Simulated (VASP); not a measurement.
**Si2Ge: relaxation of cell and atoms with PBE**

Si2Ge:

```
Si Ge
1.0
     3.89000    0.00000    0.00000
    -1.94500    3.36884    0.00000
     0.00000    0.00000    9.53000
Si Ge
4 2
Cartesian
  0.0000 0.0000 8.3387
  0.0000 0.0000 1.1912
  0.0000 2.2459 5.1624
  1.9450 1.1229 4.3676
  0.0000 2.2459 7.5449
  1.9450 1.1229 1.9851
```

```yaml
Program: VASP 6.6.1
Task: relaxation of cell and atoms
Functional: PBE
Potentials_or_basis: VASP PAW PBE potentials, release 64 (Si, Ge_d)
Cutoff: 600 eV
k_mesh: 5 × 5 × 2
Occupations: gaussian, width 0.2 eV
Spin: no spin polarisation
Dipole_correction: no
Further_INCAR_settings: ALGO = Normal; EDIFF = 1e-07; IBRION = 2; EDIFFG = -0.08; NSW = 36; ISIF = 3
```

```json
{
  "Relaxed volume": "21.41 Å³/atom",
  "Relaxed cell": "a = 3.932 Å, b = 3.932 Å, c = 9.591 Å, α = 90.00°, β = 90.00°, γ = 120.00°",
  "Space group after relaxing (to 0.05 Å)": "P-3m1 (No. 164)",
  "Energy gained by relaxing": "8.0 meV/atom",
  "Ionic steps": "4",
  "Pressure after relaxing": "0.0 GPa",
  "Largest force after relaxing": "0.014 eV/Å",
  "Band gap on the k mesh": "0.74 eV, indirect (least direct gap 1.07 eV)"
}
```

Forces in eV/Å, atoms in the order of the input:
```
Si   0.000  0.000 -0.012
Si   0.000  0.000  0.012
Si   0.000  0.000 -0.001
Si   0.000  0.000  0.001
Ge   0.000  0.000  0.014
Ge   0.000  0.000 -0.014
```

Stress tensor (GPa, compression positive):
```
 0.04  0.00  0.00
 0.00  0.04  0.00
 0.00  0.00 -0.06
```

Step by step:
```tsv
step	energy change (eV)	largest force (eV/Å)	pressure (GPa)	volume (Å³)
1	0.0000	0.4795	2.40	124.89
2	-0.0390	0.0592	-1.26	130.60
3	-0.0456	0.1479	-0.31	128.98
4	-0.0480	0.0138	0.01	128.43
```

Final structure:
```
CELL_PARAMETERS angstrom
3.93217 0.00000 0.00000
-1.96608 3.40536 0.00000
0.00000 0.00000 9.59121
ATOMIC_POSITIONS crystal
Si 0.00000 0.00000 0.87730
Si 0.00000 0.00000 0.12270
Si 0.33333 0.66667 0.53923
Si 0.66667 0.33333 0.46077
Ge 0.33333 0.66667 0.79215
Ge 0.66667 0.33333 0.20785
```

Levels at points of the mesh, in eV from the valence-band top:
```csv
k point,band 19,band 20,band 21,band 22,band 23,band 24,band 25,band 26
"(0.00, 0.00, 0.00)",-0.96,0.00,0.00,0.00,1.07,1.24,1.98,2.47
"(0.00, 0.00, 0.50)",-0.58,-0.58,-0.38,-0.38,0.97,1.79,1.80,2.97
```

It took 120 s on 1 thread of Intel Xeon 6975P-C (shared host), peak memory 0.29 GiB.

Caveat: the relaxation stopped at a loose force limit of 0.08 eV/Å, so its end isn't a converged minimum. A k mesh can miss the band edges.
